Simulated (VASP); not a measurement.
Wanted: the native input for a VASP 6.6.1 run.

```
Task                   : single point
Functional             : LDA
Potentials or basis    : VASP PAW LDA potentials, release 64 (Al, Cu)
Cutoff                 : 520 eV
k mesh                 : 12 × 12 × 8
Occupations            : fermi-dirac, width 0.15 eV
Spin                   : no spin polarisation
Dipole correction      : no
Further INCAR settings : ALGO = Fast; EDIFF = 1e-06; NBANDS = 46
```

The structure of AlCu3 lies in POSCAR:

```
AlCu3
1.0
    5.0834554864      0.0000000000      0.0000000000
   -2.5417277432      4.4024015902      0.0000000000
    0.0000000000      0.0000000000      4.1276726782
Al Cu
2 6
Direct
    0.6666666667      0.3333333333      0.2500000000
    0.3333333333      0.6666666667      0.7500000000
    0.3303281459      0.1651640730      0.7500000000
    0.8348359270      0.1651640730      0.7500000000
    0.8348359270      0.6696718541      0.7500000000
    0.6696718541      0.8348359270      0.2500000000
    0.1651640730      0.8348359270      0.2500000000
    0.1651640730      0.3303281459      0.2500000000
```

One way to write it, as run:

INCAR

```
SYSTEM = AlCu3
PREC = Accurate
ENCUT = 520
EDIFF = 1E-6
ISMEAR = -1
SIGMA = 0.15
LREAL = .False.
LASPH = .True.
NELM = 100
ALGO = Fast
ISIF = 2
LWAVE = .False.
LCHARG = .False.
GGA = CA
NBANDS = 46
```

KPOINTS

```
regular mesh
0
Gamma
  12 12 8
  0 0 0
```

Potentials or basis: VASP PAW LDA potentials, release 64 (Al, Cu).

Command:

```console
$ cat potpaw_LDA.64/Al/POTCAR potpaw_LDA.64/Cu/POTCAR > POTCAR
$ mpirun -np 1 vasp_std > vasp.out
```

It gave:

The pressure is 0.5 GPa. The band gap on the k mesh is zero (bands 36 and 37 overlap by 2.69 eV).

Wall time 3.7 min on 1 thread of Intel(R) Xeon(R) 6975P-C (Granite Rapids), with other jobs on the host, peak memory 0.39 GiB.
